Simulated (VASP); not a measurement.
# Os in VASP: notebook

Os is run at these levels: PBE; tasks: single point.

Everything below comes from runs of VASP 6.6.1. Logs are shortened: lines on timing, memory, paths and dates and some standing lists are left out, and cuts for length are marked.

## 1. The cell of the first run

The structure is monoclinic, space group P2_1/c (No. 14). Conventional cell: a = 5.206 Å, b = 4.736 Å, c = 5.235 Å, α = 90.00°, β = 105.63°, γ = 90.00°. Within 3.5 Å of Os (site symmetry 1) lie 11 Os at 2.66 to 2.85 Å. Os (site symmetry 1) has 11 Os at 2.62 to 2.80 Å within 3.5 Å.

## 2. Single point, PBE

Input file INCAR:

```
SYSTEM = Os
ALGO = Fast
EDIFF = 1E-6
ENCUT = 520
GGA = PE
ISIF = 2
ISMEAR = -1
LASPH = .True.
LCHARG = .False.
LREAL = .False.
LWAVE = .False.
NBANDS = 42
NELM = 80
PREC = Accurate
SIGMA = 0.05
```

Input file KPOINTS:

```
k-points
0
Gamma
  6 6 6
  0 0 0
```

Input file POSCAR:

```
Os
1.0
    5.2059248632      0.0000000000      0.0000000000
    0.0000000000      4.7355873184      0.0000000000
   -1.4101209949      0.0000000000      5.0415977736
Os
8
Direct
    0.8620818000      0.1580433800      0.1386956200
    0.1379182000      0.6580433800      0.3613043800
    0.1379182000      0.8419566200      0.8613043800
    0.8620818000      0.3419566200      0.6386956200
    0.3933279900      0.1617895400      0.2959952400
    0.6066720100      0.6617895400      0.2040047600
    0.6066720100      0.8382104600      0.7040047600
    0.3933279900      0.3382104600      0.7959952400
```

Potentials or basis: VASP PAW PBE potentials, release 64 (Os).

Run with:

```console
$ cat potpaw_PBE.64/Os/POTCAR > POTCAR
$ mpirun -np 1 vasp_std > vasp.out
```

OUTCAR:

```text
SYSTEM = Os
   EDIFF = 1E-6
   ENCUT = 520
   GGA = PE
   ISIF = 2
   ISMEAR = -1
   LASPH = .True.
   LREAL = .False.
   NELM = 80
   PREC = Accurate

 ion  position               nearest neighbor table
   1  0.862  0.158  0.139-   5 2.66   3 2.74   8 2.75   4 2.76   4 2.76   7 2.76   6 2.77   5 2.78
                             6 2.80   2 2.85   2 2.85
   2  0.138  0.658  0.361-   6 2.66   4 2.74   7 2.75   3 2.76   3 2.76   8 2.76   5 2.77   6 2.78
                             5 2.80   1 2.85   1 2.85
   3  0.138  0.842  0.861-   7 2.66   1 2.74   6 2.75   2 2.76   2 2.76   5 2.76   8 2.77   7 2.78
                             8 2.80   4 2.85   4 2.85
   4  0.862  0.342  0.639-   8 2.66   2 2.74   5 2.75   1 2.76   1 2.76   6 2.76   7 2.77   8 2.78
                             7 2.80   3 2.85   3 2.85
   5  0.393  0.162  0.296-   7 2.62   1 2.66   6 2.71   6 2.71   4 2.75   8 2.75   8 2.75   3 2.76
                             2 2.77   1 2.78   2 2.80
   6  0.607  0.662  0.204-   8 2.62   2 2.66   5 2.71   5 2.71   3 2.75   7 2.75   7 2.75   4 2.76
                             1 2.77   2 2.78   1 2.80
   7  0.607  0.838  0.704-   5 2.62   3 2.66   8 2.71   8 2.71   2 2.75   6 2.75   6 2.75   1 2.76
                             4 2.77   3 2.78   4 2.80
   8  0.393  0.338  0.796-   6 2.62   4 2.66   7 2.71   7 2.71   1 2.75   5 2.75   5 2.75   2 2.76
                             3 2.77   4 2.78   3 2.80

  LATTYP: Found a simple monoclinic cell.
 ALAT       =     5.2059248632
 B/A-ratio  =     0.9096534128
 C/A-ratio  =     1.0056019671
 COS(beta)  =    -0.2693595444

  Lattice vectors:

 A1 = (   5.2059248632,   0.0000000000,   0.0000000000)
 A2 = (   0.0000000000,   4.7355873184,   0.0000000000)
 A3 = (  -1.4101209949,   0.0000000000,   5.0415977736)

Analysis of symmetry for initial positions (statically):
=====================================================================
 Subroutine PRICEL returns:
 Original cell was already a primitive cell.

 Routine SETGRP: Setting up the symmetry group for a
 simple monoclinic supercell.

 Subroutine GETGRP returns: Found  4 space group operations
 (whereof  2 operations were pure point group operations)
 out of a pool of  4 trial point group operations.

The static configuration has the point symmetry S_2 .
 The point group associated with its full space group is C_2h.

Analysis of symmetry for dynamics (positions and initial velocities):
=====================================================================
 Subroutine PRICEL returns:
 Original cell was already a primitive cell.

 Routine SETGRP: Setting up the symmetry group for a
 simple monoclinic supercell.

 Subroutine GETGRP returns: Found  4 space group operations
 (whereof  2 operations were pure point group operations)
 out of a pool of  4 trial point group operations.

The dynamic configuration has the point symmetry S_2 .
 The point group associated with its full space group is C_2h.

 Subroutine INISYM returns: Found  4 space group operations
 (whereof  2 operations are pure point group operations),
 and found     1 'primitive' translations

----------------------------------------------------------------------------------------

                                     Primitive cell

  volume of cell :     124.2911

  direct lattice vectors                    reciprocal lattice vectors
     5.205924863  0.000000000  0.000000000     0.192088827  0.000000000  0.053726715
     0.000000000  4.735587318  0.000000000     0.000000000  0.211167049  0.000000000
    -1.410120995  0.000000000  5.041597774     0.000000000  0.000000000  0.198349818

  length of vectors
     5.205924863  4.735587318  5.235088283     0.199460967  0.211167049  0.198349818

  position of ions in fractional coordinates (direct lattice)
     0.862081800  0.158043380  0.138695620
     0.137918200  0.658043380  0.361304380
     0.137918200  0.841956620  0.861304380
     0.862081800  0.341956620  0.638695620
     0.393327990  0.161789540  0.295995240
     0.606672010  0.661789540  0.204004760
     0.606672010  0.838210460  0.704004760
     0.393327990  0.338210460  0.795995240

  ion indices of the primitive-cell ions
   primitive index   ion index
                 1           1
                 2           2
                 3           3
                 4           4
                 5           5
                 6           6
                 7           7
                 8           8

----------------------------------------------------------------------------------------

 KPOINTS: k-points

Automatic generation of k-mesh.
 Grid dimensions read from file:
 generate k-points for:    6    6    6

 Generating k-lattice:

  Cartesian coordinates                     Fractional coordinates (reciprocal lattice)
     0.032014804  0.000000000  0.008954453     0.166666667  0.000000000  0.000000000
     0.000000000  0.035194508  0.000000000     0.000000000  0.166666667  0.000000000
     0.000000000  0.000000000  0.033058303     0.000000000  0.000000000  0.166666667

  Length of vectors
     0.033243494  0.035194508  0.033058303

  Shift w.r.t. Gamma in fractional coordinates (k-lattice)
     0.000000000  0.000000000  0.000000000

 Subroutine IBZKPT returns following result:
 ===========================================

 Found     80 irreducible k-points:

 Following reciprocal coordinates:
            Coordinates               Weight
  0.000000  0.000000  0.000000      1.000000
  0.166667  0.000000  0.000000      2.000000
  0.333333  0.000000  0.000000      2.000000
  0.500000  0.000000  0.000000      1.000000
  0.000000  0.166667  0.000000      2.000000
  0.166667  0.166667  0.000000      4.000000
[... 16 lines left out ...]
  0.000000  0.166667  0.166667      4.000000
  0.166667  0.166667  0.166667      4.000000
 [... further k-points ...]
   k-points           NKPTS =     80   k-points in BZ     NKDIM =     80   number of bands    NBANDS=     42
   number of dos      NEDOS =    301   number of ions     NIONS =      8
   total plane-waves  NPLWV =  57600
   dimension x,y,z NGX =    40 NGY =   36 NGZ =   40
   dimension x,y,z NGXF=    80 NGYF=   72 NGZF=   80
   ions per type =               8
   NGX,Y,Z   is equivalent  to a cutoff of  12.77, 12.64, 12.70 a.u.
   NGXF,Y,Z  is equivalent  to a cutoff of  25.55, 25.28, 25.40 a.u.
 SYSTEM =  Os
   PREC   = accura    normal or accurate (medium, high low for compatibility)
   ISTART =      0    job   : 0-new  1-cont  2-samecut
   ICHARG =      2    charge: 1-file 2-atom 10-const
   ISPIN  =      1    spin polarized calculation?
   LNONCOLLINEAR =      F non collinear calculations
   LSORBIT =      F    spin-orbit coupling
   LASPH  =      T    aspherical Exc in radial PAW
   ENCUT  =  520.0 eV  38.22 Ry    6.18 a.u.   9.68  8.81  9.73*2*pi/ulx,y,z
   NELM   =     80;   NELMIN=  2; NELMDL= -5     # of ELM steps
   EDIFF  = 0.1E-05   stopping-criterion for ELM
   LREAL  =      F    real-space projection
   EDIFFG = 0.1E-04   stopping-criterion for IOM
   NSW    =      0    number of steps for IOM
   IBRION =     -1    ionic relax: 0-MD 1-quasi-New 2-CG
   NFREE  =      0    steps in history (QN), initial steepest desc. (CG)
   ISIF   =      2    stress and relaxation
   ISYM   =      2    0-nonsym 1-usesym 2-fastsym
   POTIM  = 0.5000    time-step for ionic-motion
   TEBEG  =    0.0;   TEEND  =   0.0 temperature during run
   PSTRESS=    0.0 pullay stress
   NELECT =      64.0000    total number of electrons
   NUPDOWN=      -1.0000    fix difference up-down
   EMIN   =  10.00;   EMAX   =-10.00  energy-range for DOS
   EFERMI =   0.00;   METHOD = LEGACY
   ISMEAR =    -1;   SIGMA  =   0.05  broadening in eV -4-tet -1-fermi 0-gaus
   EFERMI_NEDOS =   21; number of points for ismear=-14 and -15
   IALGO  =     68    algorithm
   IMIX   =      4    mixing-type and parameters
     AMIX     =   0.40;   BMIX     =  1.00
     AMIX_MAG =   1.60;   BMIX_MAG =  1.00
  volume/ion in A,a.u.               =      15.54       104.84
  Fermi-wavevector in a.u.,A,eV,Ry     =   1.312164  2.479631 23.426169  1.721775
  Thomas-Fermi vector in A             =   2.442575
   LORBIT       =      0    0 simple, 1 ext, 2 COOP (PROOUT), +10 PAW based schemes
   GGA     = PE    functional components
   LHFCALC =     F    Hartree Fock is set to
   AEXX    =    0.0000 exact exchange contribution
   IVDW    =     0    specifies the selected vdW correction
   LEPSILON=     F    determine dielectric tensor
   LRPA    =     F    only Hartree local field effects (RPA)
 non-spin polarized calculation
 RMM-DIIS sequential band-by-band and
  energy-cutoff  :      520.00
  volume of cell :      124.29
 maximum number of plane-waves:      3370
   NGX = 19   NGY = 17   NGZ = 19

 number of electron      63.9999997 magnetization

 Free energy of the ion-electron system (eV)
  ---------------------------------------------------
  ext. energy  EPLUGINS =         0.00000000
  ---------------------------------------------------
  free energy    TOTEN  =       -87.88508966 eV

  energy without entropy =      -87.82903156  energy(sigma->0) =      -87.85706061

 E-fermi :   7.8831     XC(G=0): -13.4075

 val. band max:        7.8807534331   @ k =   0.0000   0.1667   0.3333
 cond. band min:       7.8838778777   @ k =   0.3333   0.3333   0.0000
 fundamental gap:      0.0031244446
 Fermi energy:         7.8830630279

 k-point     1 :       0.0000    0.0000    0.0000
  band No.  band energies     occupation
      1      -2.0971      2.00000
      2       1.3690      2.00000
      3       1.5423      2.00000
      4       2.2131      2.00000
      5       2.2885      2.00000
      6       2.4303      2.00000
[... 34 lines left out ...]
     41      10.1004      0.00000
     42      11.2471      0.00000
[... 994 lines left out ...]
      2       1.1448      2.00000
      3       1.5011      2.00000
      4       1.6020      2.00000
      5       1.8877      2.00000
      6       2.4184      2.00000
[... 34 lines left out ...]
     41      10.0779      0.00000
     42      10.1812      0.00000

 [... further k-points ...]

------------------------ aborting loop because EDIFF is reached ----------------------------------------

  FORCE on cell =-STRESS in cart. coord.  units (eV):
  Direction    XX          YY          ZZ          XY          YZ          ZX
  --------------------------------------------------------------------------------------
  -------------------------------------------------------------------------------------
  Total      -13.0060222    -12.9004287    -12.6277412      0.0000000      0.0000000     -0.2084176
  in kB     -167.6544689   -166.2933131   -162.7782277      0.0000000      0.0000000     -2.6866131
  external PRESSURE =    -165.5753366 kB  Pullay stress =       0.0000000 kB

 VOLUME and BASIS-vectors are now :
 -----------------------------------------------------------------------------
  energy-cutoff  :      520.00
  volume of cell :      124.29
      direct lattice vectors                 reciprocal lattice vectors
     5.205924863  0.000000000  0.000000000     0.192088827  0.000000000  0.053726715
     0.000000000  4.735587318  0.000000000     0.000000000  0.211167049  0.000000000
    -1.410120995  0.000000000  5.041597774     0.000000000  0.000000000  0.198349818

 POSITION                                       TOTAL-FORCE (eV/Angst)
 -----------------------------------------------------------------------------------
      4.29236      0.74843      0.69925        -0.060002     -0.080766     -0.128461
      0.20851      3.11622      1.82155         0.060002     -0.080766      0.128461
     -0.49655      3.98716      4.34235         0.060002      0.080766      0.128461
      3.58729      1.61937      3.22005        -0.060002      0.080766     -0.128461
      1.63025      0.76617      1.49229         0.078380     -0.104049      0.050442
      2.87062      3.13396      1.02851        -0.078380     -0.104049     -0.050442
      2.16556      3.96942      3.54931        -0.078380      0.104049     -0.050442
      0.92519      1.60163      4.01309         0.078380      0.104049      0.050442
 -----------------------------------------------------------------------------------
    total drift:                               -0.000000      0.000000     -0.000000

  FREE ENERGIE OF THE ION-ELECTRON SYSTEM (eV)
  ---------------------------------------------------
  free  energy   TOTEN  =       -87.8850896583 eV

  energy  without entropy=      -87.8290315596  energy(sigma->0) =      -87.85706061
```

Run time: 5 min. Hardware: 1 thread of Intel Xeon 6975P-C (Granite Rapids), shared host; peak memory 0.41 GiB.

Results:

```yaml
Free_energy: -87.8851 eV
Pressure: -16.6 GPa
Largest_force: 0.163 eV/Å
Band_gap_on_the_k_mesh: zero (bands 32 and 33 overlap by 0.57 eV)
```

Forces in eV/Å, atoms in the order of the input:
```
Os  -0.060 -0.081 -0.128
Os   0.060 -0.081  0.128
Os   0.060  0.081  0.128
Os  -0.060  0.081 -0.128
Os   0.078 -0.104  0.050
Os  -0.078 -0.104 -0.050
Os  -0.078  0.104 -0.050
Os   0.078  0.104  0.050
```

Stress tensor (GPa, compression positive):
```
-16.77   0.00  -0.27
  0.00 -16.63   0.00
 -0.27   0.00 -16.28
```

Caveat: the cell stands under tension; spin-orbit coupling is left out, which moves the levels of the heavy elements.

## 3. Single point, PBE (atoms moved at random)

Input file INCAR:

```
SYSTEM = Os
PREC = Accurate ; ENCUT = 520
EDIFF = 1E-6 ; ISMEAR = -1
SIGMA = 0.05 ; LREAL = .False.
LASPH = .True. ; NELM = 100
ALGO = Fast ; ISIF = 2
LWAVE = .False. ; LCHARG = .True.
GGA = PE ; LELF = .True.
LVHAR = .True. ; NBANDS = 42
```

Input file KPOINTS:

```
Automatic mesh
0
Gamma
  6 6 6
  0 0 0
```

Input file POSCAR:

```
Os
1.0
    5.1057859893      0.0000000000      0.0000000000
    0.0000000000      4.6444956500      0.0000000000
   -1.3829965296      0.0000000000      4.9446198231
Os
8
Direct
    0.8668040000      0.1547570000      0.1397160000
    0.1483650000      0.6605070000      0.3670240000
    0.1462190000      0.8520030000      0.8670180000
    0.8637100000      0.3523510000      0.6347640000
    0.3963590000      0.1596430000      0.2995760000
    0.6088050000      0.6672960000      0.2038440000
    0.6051130000      0.8348410000      0.7113310000
    0.3936320000      0.3385370000      0.7952810000
```

Potentials or basis: VASP PAW PBE potentials, release 64 (Os).

Run with:

```console
$ cat potpaw_PBE.64/Os/POTCAR > POTCAR
$ mpirun -np 1 vasp_std > vasp.out
```

Run time: 5.8 min. Hardware: 1 thread of Intel Xeon 6975P-C (Granite Rapids), shared host; peak memory 0.49 GiB.

Results (log left out):

* Free energy: -88.0845 eV
* Pressure: 4.6 GPa
* Largest force: 1.251 eV/Å
* Band gap on the k mesh: zero (bands 32 and 33 overlap by 0.63 eV)

Forces on the atoms (eV/Å):
```
Os  -0.189  0.596  0.006
Os  -0.502  0.099 -0.418
Os  -0.565 -0.760 -0.319
Os  -0.080 -0.642  0.510
Os   0.173  0.440  0.031
Os   0.145 -0.457  0.295
Os   1.021  0.510 -0.511
Os  -0.002  0.215  0.406
```

Stress tensor (GPa, compression positive):
```
 4.58  0.33  0.35
 0.33  4.48 -0.15
 0.35 -0.15  4.66
```

Levels at points of the mesh, in eV from the Fermi level:
```
           k point  band 30  band 31  band 32  band 33  band 34  band 35
(0.00, 0.00, 0.00)    -1.36    -0.94    -0.47    -0.20     0.52     0.93
(0.50, 0.00, 0.00)    -0.64    -0.61    -0.04     0.12     0.24     0.60
(0.00, 0.50, 0.00)    -0.61    -0.30    -0.19    -0.16    -0.13     0.76
(0.50, 0.50, 0.00)    -1.03    -0.27    -0.15     0.26     0.48     1.04
(0.00, 0.00, 0.50)    -0.46    -0.18    -0.17     0.25     0.27     1.20
(0.50, 0.00, 0.50)    -1.13    -0.35    -0.29     0.61     0.63     1.23
(0.00, 0.50, 0.50)    -1.07    -0.90    -0.84     0.57     0.59     0.89
(0.50, 0.50, 0.50)    -1.18     0.34     0.43     0.80     0.81     1.15
```

Caveat: the cell differs from its parent crystal (atoms moved at random); the cell stands under pressure; spin-orbit coupling is left out, which moves the levels of the heavy elements; forces of over 1 eV/Å act on the atoms, so gaps and moduli don't describe the material at rest.
